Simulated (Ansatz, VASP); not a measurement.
## ZnO: VASP beside Ansatz

Contents of INCAR:

```
  PREC = Accurate
  ENCUT = 520
  EDIFF = 1E-6
  ISMEAR = -1
  SIGMA = 0.08
  LREAL = F
  LASPH = T
  NELM = 100
  ALGO = Normal
  ISIF = 2
  LWAVE = F
  LCHARG = T
  GGA = PE
  LELF = T
  LVHAR = T
  NBANDS = 26
```

KPOINTS

```
regular mesh
0
Gamma
  11 11 7
```

File POSCAR:

```
ZnO
1.0
    2.3641971411      0.0000000000      0.0000000000
   -1.1820985706      2.0474547837      0.0000000000
    0.0000000000      0.0000000000      4.6756479494
Zn O
2 2
Direct
    0.0000000000      0.0000000000      0.0000000000
    0.0000000000      0.0000000000      0.5000000000
    0.3333333333      0.6666666667      0.2500000000
    0.6666666667      0.3333333333      0.7500000000
```

Input for Ansatz:

```yaml
crystal:
  lattice:
    - [2.3641971411, 0.0, 0.0]
    - [-1.1820985706, 2.0474547837, 0.0]
    - [0.0, 0.0, 4.6756479494]
  atoms:
    - { symbol: Zn, position: [0.0, 0.0, 0.0] }
    - { symbol: Zn, position: [0.0, 0.0, 0.5] }
    - { symbol: O, position: [0.3333333333, 0.6666666667, 0.25] }
    - { symbol: O, position: [0.6666666667, 0.3333333333, 0.75] }
kpoints:
  mp_grid: { grid: [11, 11, 7] }
  band_path:
    path:
      - [0.0, 0.0, 0.0]
      - [0.5, 0.0, 0.0]
      - [0.3333333333, 0.3333333333, 0.0]
      - [0.0, 0.0, 0.0]
      - [0.0, 0.0, 0.5]
      - [0.5, 0.0, 0.5]
      - [0.3333333333, 0.3333333333, 0.5]
      - [0.0, 0.0, 0.5]
      - [0.5, 0.0, 0.5]
    npoints: 8
scf:
  occupations: { method: fermi_dirac, width: 0.08 }
hamiltonian:
  xc: pbe
  pseudopotentials: { kind: all_electron, lapw: { basis_error: 0.001 } }
output:
  forces: true
  stress: true
  eigenvalues: true
  populations: true
  dos: { projected: true, de: 0.2, e_range: [-14, 8] }
```

Change from the starting cell: volume scaled by 0.55, LAPW.

Alike in both runs: task single point; functional PBE; k mesh 11 × 11 × 7; occupations fermi-dirac, width 0.08 eV; no spin polarisation.

```csv
,VASP,Ansatz
version,VASP 6.6.1,Ansatz 0.2.0
potentials or method,"VASP PAW PBE potentials, release 64 (Zn, O), cutoff 520 eV","all-electron LAPW, scalar-relativistic"
```

VASP gave:

```
gap on the k mesh at the Fermi level (eV)                     : 4.21
pressure (GPa)                                                : 366.7
traceless stress, the component that is largest in VASP (GPa) : 3.11
```

Task: Which values does Ansatz return?

Result: gap on the k mesh at the Fermi level (eV): 4.32; pressure (GPa): 351.8; traceless stress, the component that is largest in VASP (GPa): -0.39.

Both programs put the cell under a high pressure, so it lies far from rest at this level. Ansatz ran all-electron here, and VASP with PAW potentials.

Noted on VASP's run: the cell as given lies far from equilibrium.
